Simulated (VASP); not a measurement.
Runs of VASP 6.6.1 on GaN. The structure is that of space group P6_3mc (No. 186), or close to it. The cells are those of the table. 

```csv
cell,gap on the mesh (eV),pressure (GPa),largest force (eV/Å)
"a = 3.135, b = 3.135, c = 5.185 Å, angles 90.0, 90.0, 120.0°, 4 atoms",2.05,5.9,0.17
"a = 3.183, b = 3.183, c = 5.263 Å, angles 90.0, 90.0, 120.0°, 4 atoms",1.75,-2.8,0.12
"a = 3.278, b = 3.278, c = 5.185 Å, angles 90.0, 90.0, 120.0°, 4 atoms",(b),-9.9,0.24
"a = 3.183, b = 3.183, c = 5.108 Å, angles 90.0, 90.0, 120.0°, 4 atoms",2.03,2.8,0.17
"a = 3.135, b = 3.135, c = 5.341 Å, angles 90.0, 90.0, 120.0°, 4 atoms",(a),0.5,0.36
```

Alike in all rows: task single point; level PBEsol; potentials or basis VASP PAW PBE potentials, release 64 (Ga_d, N); no spin polarisation; k mesh 12 × 12 × 6; cutoff (eV) 520; smearing gaussian 0.05 eV.

**Question.** Estimate the missing entries.

**Answer.** (a) 1.73; (b) 1.51.

Caveats: the PAW data sets were made with another functional, which shifts forces and pressure a little.

A k mesh can miss the band edges, and the runs leave out spin-orbit coupling on Ga.
